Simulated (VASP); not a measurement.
# MgS (P-6m2) in VASP: settings compared, part 2 of 2

VASP 6.6.1. The steps go on from the part before.

### Step 3. Relaxation of cell and atoms, HF

File POSCAR:

```
MgS
1.0
    3.6109100000      0.0000000000      0.0000000000
   -1.8054500000      3.1271400000      0.0000000000
    0.0000000000      0.0000000000      3.3052600000
Mg S
1 1
Direct
    0.0000000000      0.0000000000      0.5000000000
    0.6666700000      0.3333300000      0.0000000000
```

File INCAR.step1:

```
  ALGO = Normal
  EDIFF = 1E-5
  ENCUT = 600
  GGA = PE
  ISMEAR = -1
  LASPH = True
  LCHARG = False
  LREAL = False
  LWAVE = True
  NBANDS = 11
  NELM = 100
  PREC = Accurate
  SIGMA = 0.05
```

File INCAR.step2:

```
  AEXX = 1.0
  AGGAC = 0.0
  ALDAC = 0.0
  ALGO = Normal
  EDIFF = 1E-7
  EDIFFG = -0.01
  ENCUT = 600
  GGA = PE
  IBRION = 2
  ISIF = 3
  ISMEAR = -1
  ISTART = 1
  LASPH = True
  LCHARG = False
  LHFCALC = True
  LREAL = False
  LWAVE = False
  NELM = 100
  NSW = 60
  PREC = Accurate
  PRECFOCK = Normal
  SIGMA = 0.05
```

File KPOINTS:

```
k-points
0
Gamma
  5 5 4
```

Potentials or basis: VASP PAW PBE potentials, release 64 (Mg, S).

The run is started by

```
> cat potpaw_PBE.64/Mg/POTCAR potpaw_PBE.64/S/POTCAR > POTCAR
> cp INCAR.step1 INCAR
> mpirun -np 1 vasp_std > vasp.out
> cp INCAR.step2 INCAR
> mpirun -np 1 vasp_std > vasp.out
```

OUTCAR:

```text
AEXX = 1.0
   EDIFF = 1E-7
   EDIFFG = -0.01
   ENCUT = 600
   GGA = PE
   IBRION = 2
   ISIF = 3
   ISMEAR = -1
   ISTART = 1
   LASPH = True
   LHFCALC = True
   LREAL = False
   NELM = 100
   NSW = 60
   PREC = Accurate
   PRECFOCK = Normal

 ion  position               nearest neighbor table
   1  0.000  0.000  0.500-   2 2.66   2 2.66   2 2.66   2 2.66   2 2.66   2 2.66
   2  0.667  0.333  0.000-   1 2.66   1 2.66   1 2.66   1 2.66   1 2.66   1 2.66

  LATTYP: Found a hexagonal cell.
 ALAT       =     3.6109100000
 C/A-ratio  =     0.9153537474

  Lattice vectors:

 A1 = (   3.6109100000,   0.0000000000,   0.0000000000)
 A2 = (  -1.8054500000,   3.1271400000,   0.0000000000)
 A3 = (   0.0000000000,   0.0000000000,   3.3052600000)

Analysis of symmetry for initial positions (statically):
=====================================================================
 Subroutine PRICEL returns:
 Original cell was already a primitive cell.

 Routine SETGRP: Setting up the symmetry group for a
 hexagonal supercell.

 Subroutine GETGRP returns: Found  4 space group operations
 (whereof  4 operations were pure point group operations)
 out of a pool of 24 trial point group operations.

The static configuration has the point symmetry C_2v.

Analysis of symmetry for dynamics (positions and initial velocities):
=====================================================================
 Subroutine PRICEL returns:
 Original cell was already a primitive cell.

 Routine SETGRP: Setting up the symmetry group for a
 hexagonal supercell.

 Subroutine GETGRP returns: Found  4 space group operations
 (whereof  4 operations were pure point group operations)
 out of a pool of 24 trial point group operations.

The dynamic configuration has the point symmetry C_2v.

 Subroutine INISYM returns: Found  4 space group operations
 (whereof  4 operations are pure point group operations),
 and found     1 'primitive' translations

----------------------------------------------------------------------------------------

                                     Primitive cell

  volume of cell :      37.3224

  direct lattice vectors                    reciprocal lattice vectors
     3.610910000  0.000000000  0.000000000     0.276938500  0.159890064  0.000000000
    -1.805450000  3.127140000  0.000000000     0.000000000  0.319781014  0.000000000
     0.000000000  0.000000000  3.305260000     0.000000000  0.000000000  0.302548060

  length of vectors
     3.610910000  3.610907681  3.305260000     0.319780809  0.319781014  0.302548060

  position of ions in fractional coordinates (direct lattice)
     0.000000000  0.000000000  0.500000000
     0.666670000  0.333330000  0.000000000

  ion indices of the primitive-cell ions
   primitive index   ion index
                 1           1
                 2           2

----------------------------------------------------------------------------------------

 KPOINTS: k-points

Automatic generation of k-mesh.
 Grid dimensions read from file:
 generate k-points for:    5    5    4

 Generating k-lattice:

  Cartesian coordinates                     Fractional coordinates (reciprocal lattice)
     0.055387700  0.031978013  0.000000000     0.200000000  0.000000000  0.000000000
     0.000000000  0.063956203  0.000000000     0.000000000  0.200000000  0.000000000
     0.000000000  0.000000000  0.075637015     0.000000000  0.000000000  0.250000000

  Length of vectors
     0.063956162  0.063956203  0.075637015

  Shift w.r.t. Gamma in fractional coordinates (k-lattice)
     0.000000000  0.000000000  0.000000000

 Subroutine IBZKPT returns following result:
 ===========================================

 Found     27 irreducible k-points:

 Following reciprocal coordinates:
            Coordinates               Weight
  0.000000  0.000000  0.000000      1.000000
  0.200000 -0.000000  0.000000      4.000000
 -0.200000  0.200000  0.000000      2.000000
  0.400000  0.000000  0.000000      4.000000
 -0.400000  0.400000  0.000000      2.000000
  0.200000  0.200000  0.000000      2.000000
[... 16 lines left out ...]
 -0.400000  0.400000  0.500000      2.000000
  0.200000  0.200000  0.500000      2.000000
 [... further k-points ...]
   k-points           NKPTS =     27   k-points in BZ     NKDIM =    100   number of bands    NBANDS=      8
   number of dos      NEDOS =    301   number of ions     NIONS =      2
   total plane-waves  NPLWV =  25200
   dimension x,y,z NGX =    30 NGY =   30 NGZ =   28
   dimension x,y,z NGXF=    60 NGYF=   60 NGZF=   56
   ions per type =               1   1
   NGX,Y,Z   is equivalent  to a cutoff of  13.81, 13.81, 14.08 a.u.
   NGXF,Y,Z  is equivalent  to a cutoff of  27.62, 27.62, 28.17 a.u.
 SYSTEM =  unknown system
   PREC   = accura    normal or accurate (medium, high low for compatibility)
   ISTART =      1    job   : 0-new  1-cont  2-samecut
   ICHARG =      0    charge: 1-file 2-atom 10-const
   ISPIN  =      1    spin polarized calculation?
   LNONCOLLINEAR =      F non collinear calculations
   LSORBIT =      F    spin-orbit coupling
   LASPH  =      T    aspherical Exc in radial PAW
   ENCUT  =  600.0 eV  44.10 Ry    6.64 a.u.   7.21  7.21  6.60*2*pi/ulx,y,z
   NELM   =    100;   NELMIN=  2; NELMDL=  0     # of ELM steps
   EDIFF  = 0.1E-06   stopping-criterion for ELM
   LREAL  =      F    real-space projection
   EDIFFG = -.1E-01   stopping-criterion for IOM
   NSW    =     60    number of steps for IOM
   IBRION =      2    ionic relax: 0-MD 1-quasi-New 2-CG
   NFREE  =      1    steps in history (QN), initial steepest desc. (CG)
   ISIF   =      3    stress and relaxation
   ISYM   =      3    0-nonsym 1-usesym 2-fastsym
   POTIM  = 0.5000    time-step for ionic-motion
   TEBEG  =    0.0;   TEEND  =   0.0 temperature during run
   PSTRESS=    0.0 pullay stress
   NELECT =       8.0000    total number of electrons
   NUPDOWN=      -1.0000    fix difference up-down
   EMIN   =  10.00;   EMAX   =-10.00  energy-range for DOS
   EFERMI =   0.00;   METHOD = LEGACY
   ISMEAR =    -1;   SIGMA  =   0.05  broadening in eV -4-tet -1-fermi 0-gaus
   EFERMI_NEDOS =   21; number of points for ismear=-14 and -15
   IALGO  =     38    algorithm
   IMIX   =      1    mixing-type and parameters
     AMIX     =   0.40;   BMIX     =  1.00
     AMIX_MAG =   1.60;   BMIX_MAG =  1.00
  volume/ion in A,a.u.               =      18.66       125.93
  Fermi-wavevector in a.u.,A,eV,Ry     =   0.979749  1.851458 13.060350  0.959909
  Thomas-Fermi vector in A             =   2.110626
   LORBIT       =      0    0 simple, 1 ext, 2 COOP (PROOUT), +10 PAW based schemes
   GGA     = PE    functional components
   LHFCALC =     T    Hartree Fock is set to
   PRECFOCK=normal    Normal, Fast or Accurate (Low or Medium for compatibility)
   ENCUT4O =  -1.0   cutoff for four orbital integrals eV
   NKREDX  =     1    reduce k-point grid by
   NKREDY  =     1    reduce k-point grid by
   NKREDZ  =     1    reduce k-point grid by
   AEXX    =    1.0000 exact exchange contribution
   HFSCREEN=    0.0000 screening length (either q_TF or 0.3 A-1)
   HFSCREENC=   0.0000 screening length for correlation (either q_TF or 0.3 A-1)
   ENCUTFOCK=  -1.0 apply spherical cutoff to Coloumb kernel
   IVDW    =     0    specifies the selected vdW correction
   LEPSILON=     F    determine dielectric tensor
   LRPA    =     F    only Hartree local field effects (RPA)
 conjugate gradient relaxation of ions
 non-spin polarized calculation
  energy-cutoff  :      600.00
  volume of cell :       37.32
 maximum number of plane-waves:      1256
 NGX is ok and might be reduce to    30
  NGX = 24; NGY = 24; NGZ = 20

--------------------------------------- Ionic step        1  -------------------------------------------

 number of electron       8.0000001 magnetization

 Free energy of the ion-electron system (eV)
  ---------------------------------------------------
  ext. energy  EPLUGINS =         0.00000000
  ---------------------------------------------------
  free energy    TOTEN  =       -13.70343878 eV

  energy without entropy =      -13.70343878  energy(sigma->0) =      -13.70343878

 E-fermi :   2.2487     XC(G=0):   0.0000

 val. band max:        1.0903867716   @ k =   0.0000   0.0000   0.5000
 cond. band min:       9.6318795911   @ k =   0.4000   0.0000   0.5000
 fundamental gap:      8.5414928195
 Fermi energy:         2.2486514790

 k-point     1 :       0.0000    0.0000    0.0000
  band No.  band energies     occupation
      1     -17.0773      2.00000
      2       0.0397      2.00000
      3       0.1116      2.00000
      4       0.1117      2.00000
      5      10.6221      0.00000
      6      14.1279      0.00000
      7      16.0207      0.00000
      8      16.0208      0.00000
[... 394 lines left out ...]
  energy  without entropy=      -13.7101965900  energy(sigma->0) =      -13.71019659

--------------------------------------- Ionic step        5  -------------------------------------------

 number of electron       7.9999999 magnetization

 Free energy of the ion-electron system (eV)
  ---------------------------------------------------
  ext. energy  EPLUGINS =         0.00000000
  ---------------------------------------------------
  free energy    TOTEN  =       -13.71020940 eV

  energy without entropy =      -13.71020940  energy(sigma->0) =      -13.71020940

 E-fermi :   1.9777     XC(G=0):   0.0000

 val. band max:        0.8506670899   @ k =   0.4000   0.4000   0.0000
 cond. band min:       9.3994294673   @ k =   0.4000   0.0000   0.5000
 fundamental gap:      8.5487623773
 Fermi energy:         1.9776572943

 k-point     1 :       0.0000    0.0000    0.0000
  band No.  band energies     occupation
      1     -17.1215      2.00000
      2      -0.1316      2.00000
      3      -0.1170      2.00000
      4      -0.1170      2.00000
      5      10.1757      0.00000
      6      13.9309      0.00000
      7      15.6940      0.00000
      8      15.6940      0.00000
[... 282 lines left out ...]
  FREE ENERGIE OF THE ION-ELECTRON SYSTEM (eV)
  ---------------------------------------------------
  free  energy   TOTEN  =       -13.7102094004 eV

  energy  without entropy=      -13.7102094003  energy(sigma->0) =      -13.71020940

 reached required accuracy - stopping structural energy minimisation
```

Run time: 33 min. Hardware: 1 thread of Intel Xeon Platinum 8259CL at 2.50GHz (Skylake/Cascade Lake), shared host; peak memory 0.21 GiB.

Results:

```yaml
Free_energy: -13.7102 eV
Relaxed_volume: 19.18 Å³/atom
Relaxed_cell: a = 3.648 Å, b = 3.648 Å, c = 3.328 Å, α = 90.00°, β = 90.00°, γ = 120.00°
Space_group_after_relaxing_to_0.1_Å: P-6m2 (No. 187)
Energy_gained_by_relaxing: 3.4 meV/atom
Ionic_steps: 5
Pressure_after_relaxing: 0.0 GPa
Band_gap_on_the_k_mesh: 8.55 eV (least direct gap 9.61 eV)
```

The path:
```
step  energy change (eV)  largest force (eV/Å)  pressure (GPa)  volume (Å³)
   1              0.0000                0.0000            2.13        37.32
   2             -0.0060                0.0000           -0.63        38.68
   3             -0.0067                0.0000           -0.01        38.35
   4             -0.0068                0.0000            0.01        38.37
   5             -0.0068                0.0000            0.01        38.36
```

Final structure:
```
CELL_PARAMETERS angstrom
3.64813 0.00000 0.00000
-1.82406 3.15938 0.00000
0.00000 0.00000 3.32842
ATOMIC_POSITIONS crystal
Mg 0.00000 0.00000 0.50000
S 0.66667 0.33333 0.00000
```

Levels at points of the mesh, in eV from the valence-band top:
| k point | band 1 | band 2 | band 3 | band 4 | band 5 | band 6 | band 7 | band 8 |
| --- | --- | --- | --- | --- | --- | --- | --- | --- |
| (0.00, 0.00, 0.00) | -17.97 | -0.98 | -0.97 | -0.97 | 9.33 | 13.08 | 14.84 | 14.84 |
| (0.00, 0.00, 0.50) | -16.59 | -7.20 | -0.01 | -0.01 | 13.13 | 15.10 | 16.46 | 16.46 |

Caveat: the k points lie up to 0.47 Å⁻¹ apart in the final cell; the PAW data sets were made with another functional, which shifts forces and pressure a little.
